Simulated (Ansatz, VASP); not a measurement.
ScIn4: VASP beside Ansatz

```
CELL_PARAMETERS angstrom
5.40218 0.00000 0.00000
0.00000 5.40218 0.00000
0.00000 0.00000 5.40218
ATOMIC_POSITIONS crystal
Sc 0.50000 0.50000 0.50000
In 0.80031 0.80031 0.80031
In 0.19969 0.19969 0.80031
In 0.19969 0.80031 0.19969
In 0.80031 0.19969 0.19969
```

Alike in both runs: functional PBE; k mesh 4 × 4 × 4; occupations gaussian, width 0.1 eV; no spin polarisation.

Ansatz relaxed the structure, and its values are those at the end. VASP's run is a single point on that final structure, the one shown.

|  | VASP | Ansatz |
| --- | --- | --- |
| version | VASP 6.6.1 | Ansatz 0.2.0 |
| potentials or method | VASP PAW PBE potentials, release 64 (Sc_sv, In_d), cutoff 520 eV | scalar-relativistic, plane waves, PAW |
| valence electrons in the cell | 63 | 63 |

Ansatz gave:

| Quantity | Value |
| --- | --- |
| gap on the k mesh at the Fermi level (eV) | none |
| pressure (GPa) | 0.3 |
| rms of the force components (eV/Å) | 0.026 |

**Question.** Estimate VASP's values.

**Answer.** gap on the k mesh at the Fermi level (eV): none; pressure (GPa): 0.3; rms of the force components (eV/Å): 0.025.

A gap of «none» marks a metal or a gap that the smearing closes. With one functional, cell and mesh, what is left measures potentials, basis and numerics.
